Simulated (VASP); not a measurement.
A run of VASP 6.6.1 is set up as follows.

Contents of INCAR:

```
ALGO = Normal
EDIFF = 1E-7
ENCUT = 520
GGA = PS
ISIF = 2
ISMEAR = -1
LASPH = T
LCHARG = T
LELF = T
LREAL = F
LVHAR = T
LWAVE = F
NBANDS = 12
NELM = 80
PREC = Accurate
SIGMA = 0.03
```

File KPOINTS:

```
k-points
0
Gamma
  12 12 12
```

Contents of POSCAR:

```
Sc
1.0
    0.0000000000      2.2705000000      2.2932050000
    2.2705000000      0.0000000000      2.2932050000
    2.2705000000      2.2705000000      0.0000000000
Sc
1
Direct
    0.0000000000      0.0000000000      0.0000000000
```

Potentials or basis: VASP PAW PBE potentials, release 64 (Sc_sv).

Command:

```sh
$ cat potpaw_PBE.64/Sc_sv/POTCAR > POTCAR
$ mpirun -np 1 vasp_std > vasp.out
```

**Question.** Estimate the pressure.

**Answer.** -0.1 GPa.

Stress tensor (GPa, compression positive):
```
 0.04  0.00  0.00
 0.00  0.04  0.00
 0.00  0.00 -0.30
```

Caveat: the cell differs from its parent crystal (zz strain of +1 %); the PAW data sets were made with another functional, which shifts forces and pressure a little.
